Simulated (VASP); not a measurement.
Input of a VASP 6.6.1 run:

File INCAR:

```
  PREC = Accurate
  ENCUT = 600
  EDIFF = 1E-6
  ISMEAR = -1
  SIGMA = 0.1
  LREAL = False
  LASPH = True
  NELM = 100
  ALGO = Normal
  ISIF = 3
  LWAVE = False
  LCHARG = False
  GGA = PE
  IBRION = 2
  NSW = 60
  EDIFFG = -0.005
  PSTRESS = 3000.0
```

Contents of KPOINTS:

```
Automatic mesh
0
Gamma
  18 18 18
```

The input POSCAR:

```
AlN
1.0
    0.0000000000      1.7764967921      1.7764967921
    1.7764967921      0.0000000000      1.7764967921
    1.7764967921      1.7764967921      0.0000000000
Al N
1 1
Direct
    0.0000000000      0.0000000000      0.0000000000
    0.2500000000      0.2500000000      0.2500000000
```

Potentials or basis: VASP PAW PBE potentials, release 64 (Al, N).

Launch:

```console
$ cat potpaw_PBE.64/Al/POTCAR potpaw_PBE.64/N/POTCAR > POTCAR
$ mpirun -np 1 vasp_std > vasp.out
```

(1) Estimate the space group after relaxing (to 0.05 Å).

(2) Predict the relaxed cell.

(3) Estimate the band gap on the k mesh.

Answers

(1) F-43m (No. 216).

(2) a = 2.595 Å, b = 2.595 Å, c = 2.595 Å, α = 60.00°, β = 60.00°, γ = 60.00°.

(3) 3.32 eV, indirect (least direct gap 5.56 eV).

Caveat: the cell is relaxed towards a set pressure, so the enthalpy falls and the energy may rise.
